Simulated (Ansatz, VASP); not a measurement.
# One calculation of I, two programs

INCAR

```
ALGO     = Normal         # electronic algorithm
EDIFF    = 1E-8           # SCF threshold, eV
ENCUT    = 520            # plane-wave cutoff, eV
GGA      = PE             # functional
ISIF     = 2              # what is computed and relaxed
ISMEAR   = -1             # smearing method
LASPH    = T              # aspherical terms in the spheres
LCHARG   = F              # write CHGCAR
LEFG     = T            
LREAL    = F              # projectors in reciprocal space
LWAVE    = F              # write WAVECAR
NBANDS   = 14             # bands
NELM     = 80             # most SCF steps
PREC     = Accurate       # precision mode
SIGMA    = 0.05           # smearing width, eV
```

The input KPOINTS:

```
k-points
0
Gamma
  15 15 8
```

The input POSCAR:

```
I
1.0
    4.3110455008      0.0000000000      0.0000000000
   -2.1555227504      3.7334749205      0.0000000000
    0.0000000000      0.0000000000      4.9152061429
I
2
Direct
    0.3333333333      0.6666666667      0.2500000000
    0.6666666667      0.3333333333      0.7500000000
```

Input for Ansatz:

```yaml
crystal:
  lattice:
    - [4.3110455008, 0.0, 0.0]
    - [-2.1555227504, 3.7334749205, 0.0]
    - [0.0, 0.0, 4.9152061429]
  atoms:
    - { symbol: I, position: [0.3333333333, 0.6666666667, 0.25] }
    - { symbol: I, position: [0.6666666667, 0.3333333333, 0.75] }
kpoints:
  mp_grid: { grid: [15, 15, 8] }
scf:
  occupations: { method: fermi_dirac, width: 0.05 }
hamiltonian:
  xc: pbe
  pseudopotentials: { kind: paw }
output:
  forces: true
  stress: true
  eigenvalues: true
  efg: { contact_densities: true }
```

Change from the starting cell: volume scaled by 1.02, PAW files.

Alike in both runs: task electric field gradients; functional PBE; k mesh 15 × 15 × 8; occupations fermi-dirac, width 0.05 eV; no spin polarisation.

|  | VASP | Ansatz |
| --- | --- | --- |
| version | VASP 6.6.1 | Ansatz 0.2.0 |
| potentials or method | VASP PAW PBE potentials, release 64 (I) | PAW with Ansatz's default frozen-core files, scalar-relativistic |
| plane-wave cutoff (eV) | 520 | 420 |
| valence electrons in the cell | 14 | 34 |

|  | VASP | Ansatz | Ansatz less VASP |
| --- | --- | --- | --- |
| pressure (GPa) | -0.4 | -0.4 | +0.02 |
| traceless stress, the component that is largest in VASP (GPa) | -0.21 | -0.21 | +0.005 |
| size of Vzz on the site where it differs most (V/Å²) | 406.0 | 415.7 | +9.69 |

With one functional, cell and mesh, what is left measures potentials, basis and numerics. VASP's potentials hold 14 valence electrons a cell and Ansatz's 34, so a difference there can come from the potentials and not from the codes.

Spin-orbit coupling is off throughout.
